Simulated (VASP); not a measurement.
Wanted: the native input for a VASP 6.6.1 run.

| Item | Value |
| --- | --- |
| Task | single point |
| Functional | PBE |
| Potentials or basis | VASP PAW PBE potentials, release 64 (Ta_pv, Tl_d) |
| Cutoff | 520 eV |
| k mesh | 6 × 6 × 6 |
| Occupations | gaussian, width 0.1 eV |
| Spin | no spin polarisation |
| Dipole correction | no |
| Further INCAR settings | ALGO = Normal; EDIFF = 1e-06; NBANDS = 24 |

The structure of Ta2Tl lies in POSCAR:

```
Ta2Tl
1.0
    4.8865852037      0.0000000000      0.0000000000
   -2.4432926019      4.2319069242      0.0000000000
    0.0000000000      0.0000000000      2.9043674039
Ta Tl
2 1
Direct
    0.3333333333      0.6666666667      0.5000000000
    0.6666666667      0.3333333333      0.5000000000
    0.0000000000      0.0000000000      0.0000000000
```

The input as run:

INCAR

```
SYSTEM = Ta2Tl
ALGO     = Normal         ! electronic algorithm
EDIFF    = 1E-6           ! SCF threshold, eV
ENCUT    = 520            ! plane-wave cutoff, eV
GGA      = PE             ! functional
ISIF     = 2              ! what is computed and relaxed
ISMEAR   = 0              ! smearing method
LASPH    = .TRUE.         ! aspherical terms in the spheres
LCHARG   = .FALSE.        ! write CHGCAR
LREAL    = .FALSE.        ! projectors in reciprocal space
LWAVE    = .FALSE.        ! write WAVECAR
NBANDS   = 24             ! bands
NELM     = 80             ! most SCF steps
PREC     = Accurate       ! precision mode
SIGMA    = 0.1            ! smearing width, eV
```

KPOINTS

```
k-points
0
G
  6 6 6
  0 0 0
```

Potentials or basis: VASP PAW PBE potentials, release 64 (Ta_pv, Tl_d).

Run with:

```sh
$ cat potpaw_PBE.64/Ta_pv/POTCAR potpaw_PBE.64/Tl_d/POTCAR > POTCAR
$ mpirun -np 1 vasp_std > vasp.out
```

Results of the run:

- Pressure: 0.1 GPa

Caveat: the k points lie up to 0.36 Å⁻¹ apart.

Run time: 15 s on 1 thread of Intel(R) Xeon(R) 6975P-C (Granite Rapids), with other jobs on the host, peak memory 0.19 GiB.
